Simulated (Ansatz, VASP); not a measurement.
# MgO: VASP beside Ansatz

```xyz
2
Lattice="0.0000 2.1065 2.1065 2.1065 0.0000 2.1065 2.1065 2.1065 0.0000" Properties=species:S:1:pos:R:3 pbc="T T T"
Mg    0.0000    0.0000    0.0000
O     2.1065    2.1065    2.1065
```

Alike in both runs: task single point; functional r2SCAN; k mesh 8 × 8 × 8; occupations fermi-dirac, width 0.1 eV; no spin polarisation.

|  | VASP | Ansatz |
| --- | --- | --- |
| version | VASP 6.6.1 | Ansatz 0.2.0 |
| potentials or method | VASP PAW PBE potentials, release 64 (Mg, O), cutoff 520 eV | PAW, plane waves, scalar-relativistic |
| valence electrons in the cell | 8 | 16 |

|  | VASP | Ansatz | Ansatz less VASP |
| --- | --- | --- | --- |
| pressure (GPa) | -2.2 | -1.0 | +1.15 |

VASP's potentials were made for PBE, not for r2SCAN. The functional is the same, so the differences come from potentials, cutoffs and numerics. VASP's potentials hold 8 valence electrons a cell and Ansatz's 16, so a difference there can come from the potentials and not from the codes.
